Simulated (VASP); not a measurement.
# Pd (Fm-3m) in VASP: a series of runs

The runs below take Pd through single point, with PBE.

Program: VASP 6.6.1. These are calculated values, not measurements. Logs are shortened: lines on timing, memory, paths and dates and some standing lists are left out, and cuts for length are marked.

## (1) The cell of the first run

The structure is cubic, space group Fm-3m (No. 225). The conventional cell has a = 3.962 Å, b = 3.962 Å, c = 3.962 Å, α = 90.00°, β = 90.00°, γ = 90.00°. Within 3.7 Å of Pd (site symmetry m-3m) lie 12 Pd at 2.80 Å.

## (2) Single point, PBE

INCAR reads:

```
SYSTEM = Pd
ALGO = Normal
EDIFF = 1E-7
ENCUT = 520
GGA = PE
ISIF = 2
ISMEAR = 0
LASPH = .TRUE.
LCHARG = .FALSE.
LREAL = .FALSE.
LWAVE = .FALSE.
NBANDS = 11
NELM = 60
PREC = Accurate
SIGMA = 0.05
```

KPOINTS reads:

```
k-points
0
G
  8 8 8
  0 0 0
```

POSCAR reads:

```
Pd
1.0
    0.0000000000      1.9807844559      1.9807844559
    1.9807844559      0.0000000000      1.9807844559
    1.9807844559      1.9807844559      0.0000000000
Pd
1
Direct
    0.0000000000      0.0000000000      0.0000000000
```

Potentials or basis: VASP PAW PBE potentials, release 64 (Pd).

Started as:

```bash
$ cat potpaw_PBE.64/Pd/POTCAR > POTCAR
$ mpirun -np 1 vasp_std > vasp.out
```

OUTCAR:

```text
SYSTEM = Pd
   EDIFF = 1E-7
   ENCUT = 520
   GGA = PE
   ISIF = 2
   ISMEAR = 0
   LASPH = .TRUE.
   LREAL = .FALSE.
   NELM = 60
   PREC = Accurate

 ion  position               nearest neighbor table
   1  0.000  0.000  0.000-

  LATTYP: Found a face centered cubic cell.
 ALAT       =     3.9615689118

  Lattice vectors:

 A1 = (   0.0000000000,   1.9807844559,   1.9807844559)
 A2 = (   1.9807844559,   0.0000000000,   1.9807844559)
 A3 = (   1.9807844559,   1.9807844559,   0.0000000000)

Analysis of symmetry for initial positions (statically):
=====================================================================
 Subroutine PRICEL returns:
 Original cell was already a primitive cell.

 Routine SETGRP: Setting up the symmetry group for a
 face centered cubic supercell.

 Subroutine GETGRP returns: Found 48 space group operations
[... 9 lines left out ...]

 Routine SETGRP: Setting up the symmetry group for a
 face centered cubic supercell.

 Subroutine GETGRP returns: Found 48 space group operations
[... 11 lines left out ...]
                                     Primitive cell

  volume of cell :      15.5432

  direct lattice vectors                    reciprocal lattice vectors
     0.000000000  1.980784456  1.980784456    -0.252425244  0.252425244  0.252425244
     1.980784456  0.000000000  1.980784456     0.252425244 -0.252425244  0.252425244
     1.980784456  1.980784456  0.000000000     0.252425244  0.252425244 -0.252425244

  length of vectors
     2.801252242  2.801252242  2.801252242     0.437213348  0.437213348  0.437213348

  position of ions in fractional coordinates (direct lattice)
     0.000000000  0.000000000  0.000000000

  ion indices of the primitive-cell ions
   primitive index   ion index
                 1           1

----------------------------------------------------------------------------------------

 KPOINTS: k-points

Automatic generation of k-mesh.
 Grid dimensions read from file:
 generate k-points for:    8    8    8

 Generating k-lattice:

  Cartesian coordinates                     Fractional coordinates (reciprocal lattice)
    -0.031553156  0.031553156  0.031553156     0.125000000  0.000000000  0.000000000
     0.031553156 -0.031553156  0.031553156     0.000000000  0.125000000  0.000000000
     0.031553156  0.031553156 -0.031553156     0.000000000  0.000000000  0.125000000

  Length of vectors
     0.054651669  0.054651669  0.054651669

  Shift w.r.t. Gamma in fractional coordinates (k-lattice)
     0.000000000  0.000000000  0.000000000

 Subroutine IBZKPT returns following result:
 ===========================================

 Found     29 irreducible k-points:

 Following reciprocal coordinates:
            Coordinates               Weight
  0.000000  0.000000  0.000000      1.000000
  0.125000  0.000000  0.000000      8.000000
  0.250000  0.000000  0.000000      8.000000
  0.375000  0.000000  0.000000      8.000000
  0.500000  0.000000  0.000000      4.000000
  0.125000  0.125000  0.000000      6.000000
[... 16 lines left out ...]
  0.500000  0.250000  0.125000     48.000000
 -0.375000  0.250000  0.125000     24.000000
 [... further k-points ...]
   k-points           NKPTS =     29   k-points in BZ     NKDIM =     29   number of bands    NBANDS=     11
   number of dos      NEDOS =    301   number of ions     NIONS =      1
   total plane-waves  NPLWV =  13824
   dimension x,y,z NGX =    24 NGY =   24 NGZ =   24
   dimension x,y,z NGXF=    48 NGYF=   48 NGZF=   48
   ions per type =               1
   NGX,Y,Z   is equivalent  to a cutoff of  14.24, 14.24, 14.24 a.u.
   NGXF,Y,Z  is equivalent  to a cutoff of  28.49, 28.49, 28.49 a.u.
 SYSTEM =  Pd
   PREC   = accura    normal or accurate (medium, high low for compatibility)
   ISTART =      0    job   : 0-new  1-cont  2-samecut
   ICHARG =      2    charge: 1-file 2-atom 10-const
   ISPIN  =      1    spin polarized calculation?
   LNONCOLLINEAR =      F non collinear calculations
   LSORBIT =      F    spin-orbit coupling
   LASPH  =      T    aspherical Exc in radial PAW
   ENCUT  =  520.0 eV  38.22 Ry    6.18 a.u.   5.21  5.21  5.21*2*pi/ulx,y,z
   NELM   =     60;   NELMIN=  2; NELMDL= -5     # of ELM steps
   EDIFF  = 0.1E-06   stopping-criterion for ELM
   LREAL  =      F    real-space projection
   EDIFFG = 0.1E-05   stopping-criterion for IOM
   NSW    =      0    number of steps for IOM
   IBRION =     -1    ionic relax: 0-MD 1-quasi-New 2-CG
   NFREE  =      0    steps in history (QN), initial steepest desc. (CG)
   ISIF   =      2    stress and relaxation
   ISYM   =      2    0-nonsym 1-usesym 2-fastsym
   POTIM  = 0.5000    time-step for ionic-motion
   TEBEG  =    0.0;   TEEND  =   0.0 temperature during run
   PSTRESS=    0.0 pullay stress
   NELECT =      10.0000    total number of electrons
   NUPDOWN=      -1.0000    fix difference up-down
   EMIN   =  10.00;   EMAX   =-10.00  energy-range for DOS
   EFERMI =   0.00;   METHOD = LEGACY
   ISMEAR =     0;   SIGMA  =   0.05  broadening in eV -4-tet -1-fermi 0-gaus
   EFERMI_NEDOS =   21; number of points for ismear=-14 and -15
   IALGO  =     38    algorithm
   IMIX   =      4    mixing-type and parameters
     AMIX     =   0.40;   BMIX     =  1.00
     AMIX_MAG =   1.60;   BMIX_MAG =  1.00
  volume/ion in A,a.u.               =      15.54       104.89
  Fermi-wavevector in a.u.,A,eV,Ry     =   1.413278  2.670708 27.175662  1.997355
  Thomas-Fermi vector in A             =   2.534940
   LORBIT       =      0    0 simple, 1 ext, 2 COOP (PROOUT), +10 PAW based schemes
   GGA     = PE    functional components
   LHFCALC =     F    Hartree Fock is set to
   AEXX    =    0.0000 exact exchange contribution
   IVDW    =     0    specifies the selected vdW correction
   LEPSILON=     F    determine dielectric tensor
   LRPA    =     F    only Hartree local field effects (RPA)
 non-spin polarized calculation
 Gauss-broadening in eV      SIGMA  =   0.05
  energy-cutoff  :      520.00
  volume of cell :       15.54
 maximum number of plane-waves:       444
 NGX is ok and might be reduce to    24
   NGX = 11   NGY = 11   NGZ = 11

 number of electron      10.0000001 magnetization

 Free energy of the ion-electron system (eV)
  ---------------------------------------------------
  ext. energy  EPLUGINS =         0.00000000
  ---------------------------------------------------
  free energy    TOTEN  =        -5.19852115 eV

  energy without entropy =       -5.19488928  energy(sigma->0) =       -5.19670522

 E-fermi :   9.0080     XC(G=0): -12.8534

 val. band max:        8.9766590782   @ k =  -0.3750   0.3750   0.1250
 cond. band min:       9.0160969231   @ k =   0.5000   0.2500   0.0000
 fundamental gap:      0.0394378449
 Fermi energy:         9.0079999534

 k-point     1 :       0.0000    0.0000    0.0000
  band No.  band energies     occupation
      1       2.1837      2.00000
      2       6.3503      2.00000
      3       6.3503      2.00000
      4       6.3503      2.00000
      5       7.8255      2.00000
      6       7.8255      2.00000
      7      26.0807      0.00000
      8      30.5539      0.00000
      9      30.5539      0.00000
     10      30.5539      0.00000
     11      35.3026      0.00000

 k-point     2 :       0.1250    0.0000    0.0000
  band No.  band energies     occupation
      1       2.7080      2.00000
      2       6.1963      2.00000
      3       6.5096      2.00000
      4       6.5096      2.00000
      5       7.7662      2.00000
      6       7.7662      2.00000
      7      26.3862      0.00000
      8      27.9074      0.00000
      9      31.0880      0.00000
     10      31.0880      0.00000
     11      35.3747      0.00000

 k-point     3 :       0.2500    0.0000    0.0000
  band No.  band energies     occupation
      1       3.8261      2.00000
      2       6.3177      2.00000
      3       6.6198      2.00000
      4       6.6198      2.00000
      5       7.9696      2.00000
      6       7.9696      2.00000
      7      23.0224      0.00000
      8      27.0131      0.00000
      9      31.8752      0.00000
     10      31.8752      0.00000
     11      34.2339      0.00000

 k-point     4 :       0.3750    0.0000    0.0000
  band No.  band energies     occupation
      1       4.1180      2.00000
      2       6.4196      2.00000
      3       6.4196      2.00000
      4       8.1996      2.00000
      5       8.6005      2.00000
      6       8.6005      2.00000
      7      18.5143      0.00000
      8      25.9372      0.00000
      9      30.4553      0.00000
     10      30.4553      0.00000
     11      34.9574      0.00000

 k-point     5 :       0.5000    0.0000    0.0000
  band No.  band energies     occupation
      1       4.0479      2.00000
      2       6.3058      2.00000
      3       6.3058      2.00000
      4       8.9340      1.96356
      5       8.9340      1.96356
      6      10.0535      0.00000
      7      15.8624      0.00000
      8      25.4172      0.00000
      9      29.5186      0.00000
     10      29.5186      0.00000
     11      35.4296      0.00000

 k-point     6 :       0.1250    0.1250    0.0000
  band No.  band energies     occupation
      1       2.8837      2.00000
      2       5.9925      2.00000
      3       6.6640      2.00000
      4       6.6640      2.00000
      5       7.4737      2.00000
      6       7.9728      2.00000
      7      26.7614      0.00000
      8      28.7840      0.00000
      9      29.7161      0.00000
     10      29.7161      0.00000
     11      35.5313      0.00000

 k-point     7 :       0.2500    0.1250    0.0000
  band No.  band energies     occupation
      1       3.8755      2.00000
      2       5.7262      2.00000
      3       6.7221      2.00000
      4       6.9224      2.00000
      5       7.6642      2.00000
      6       8.2008      2.00000
      7      24.8502      0.00000
      8      27.3816      0.00000
      9      28.8058      0.00000
     10      30.5273      0.00000
     11      34.4197      0.00000

 k-point     8 :       0.3750    0.1250    0.0000
  band No.  band energies     occupation
      1       4.4524      2.00000
      2       6.2570      2.00000
      3       6.4576      2.00000
      4       6.8189      2.00000
      5       8.7214      2.00000
      6       9.1624      0.00001
      7      20.1958      0.00000
      8      26.4100      0.00000
      9      28.0422      0.00000
     10      29.7855      0.00000
     11      35.5273      0.00000
[... 141 lines left out ...]
 k-point    19 :       0.5000    0.3750    0.0000
  band No.  band energies     occupation
      1       4.2594      2.00000
      2       4.5421      2.00000
      3       8.1841      2.00000
      4       8.4956      2.00000
      5       9.1006      0.00883
      6      12.5971      0.00000
      7      19.9794      0.00000
      8      20.6699      0.00000
      9      22.8678      0.00000
     10      29.4083      0.00000
     11      31.9941      0.00000

 k-point    20 :      -0.3750    0.3750    0.0000
  band No.  band energies     occupation
      1       4.5994      2.00000
      2       5.1332      2.00000
      3       7.1534      2.00000
      4       8.0818      2.00000
      5       8.8124      2.00000
      6      15.8128      0.00000
      7      16.7760      0.00000
      8      19.3087      0.00000
      9      24.4053      0.00000
     10      28.7851      0.00000
     11      35.4263      0.00000

 k-point    21 :       0.5000    0.5000    0.0000
  band No.  band energies     occupation
      1       3.9797      2.00000
      2       4.2560      2.00000
      3       8.9028      1.99707
      4       9.2253      0.00000
      5       9.2253      0.00000
      6      12.2842      0.00000
      7      19.1799      0.00000
      8      21.8504      0.00000
      9      21.8504      0.00000
     10      29.7373      0.00000
     11      29.8541      0.00000

 k-point    22 :       0.3750    0.2500    0.1250
  band No.  band energies     occupation
      1       4.7863      2.00000
      2       5.4156      2.00000
      3       6.3932      2.00000
      4       7.5344      2.00000
      5       7.7057      2.00000
      6       9.2256      0.00000
      7      23.5852      0.00000
      8      24.2887      0.00000
      9      27.8233      0.00000
     10      30.5369      0.00000
     11      33.8281      0.00000

 k-point    23 :       0.5000    0.2500    0.1250
  band No.  band energies     occupation
      1       4.9806      2.00000
      2       5.8059      2.00000
      3       6.1753      2.00000
      4       7.3646      2.00000
      5       8.4801      2.00000
      6      11.3152      0.00000
      7      19.2454      0.00000
      8      23.6200      0.00000
      9      25.8182      0.00000
     10      30.5437      0.00000
     11      34.1727      0.00000

 k-point    24 :      -0.3750    0.2500    0.1250
  band No.  band energies     occupation
      1       4.9267      2.00000
      2       5.6265      2.00000
      3       6.7217      2.00000
      4       7.1502      2.00000
      5       8.8131      2.00000
      6      13.6501      0.00000
      7      15.9649      0.00000
      8      24.2114      0.00000
      9      24.3873      0.00000
     10      29.6962      0.00000
     11      35.1204      0.00000

 [... further k-points ...]

------------------------ aborting loop because EDIFF is reached ----------------------------------------

  FORCE on cell =-STRESS in cart. coord.  units (eV):
  Direction    XX          YY          ZZ          XY          YZ          ZX
  --------------------------------------------------------------------------------------
  -------------------------------------------------------------------------------------
  Total       -0.1849300     -0.1849300     -0.1849300      0.0000000     -0.0000000      0.0000000
  in kB      -19.0623406    -19.0623406    -19.0623406      0.0000000     -0.0000000      0.0000000
  external PRESSURE =     -19.0623406 kB  Pullay stress =       0.0000000 kB

 VOLUME and BASIS-vectors are now :
 -----------------------------------------------------------------------------
  energy-cutoff  :      520.00
  volume of cell :       15.54
      direct lattice vectors                 reciprocal lattice vectors
     0.000000000  1.980784456  1.980784456    -0.252425244  0.252425244  0.252425244
     1.980784456  0.000000000  1.980784456     0.252425244 -0.252425244  0.252425244
     1.980784456  1.980784456  0.000000000     0.252425244  0.252425244 -0.252425244

 POSITION                                       TOTAL-FORCE (eV/Angst)
 -----------------------------------------------------------------------------------
      0.00000      0.00000      0.00000         0.000000      0.000000      0.000000
 -----------------------------------------------------------------------------------
    total drift:                                0.000000     -0.000000     -0.000000

  FREE ENERGIE OF THE ION-ELECTRON SYSTEM (eV)
  ---------------------------------------------------
  free  energy   TOTEN  =        -5.1985211528 eV

  energy  without entropy=       -5.1948892797  energy(sigma->0) =       -5.19670522
```

Wall time 4.7 s (1 thread of Intel Xeon Platinum 8488C (Sapphire Rapids), shared host); peak memory 0.13 GiB.

Results:

```
Free energy            : -5.1985 eV
Pressure               : -1.9 GPa
Band gap on the k mesh : zero (band 5 reaches 9.23 eV, above the bottom of band 6 at 7.77 eV)
```

Levels at points of the mesh, in eV from the Fermi level:
```tsv
k point	band 2	band 3	band 4	band 5	band 6	band 7	band 8	band 9
(0.00, 0.00, 0.00)	-2.66	-2.66	-2.66	-1.18	-1.18	17.07	21.55	21.55
(0.50, 0.00, 0.00)	-2.70	-2.70	-0.07	-0.07	1.05	6.85	16.41	20.51
(0.50, 0.50, 0.00)	-4.75	-0.11	0.22	0.22	3.28	10.17	12.84	12.84
```

(Continued in part 2 of 2.)
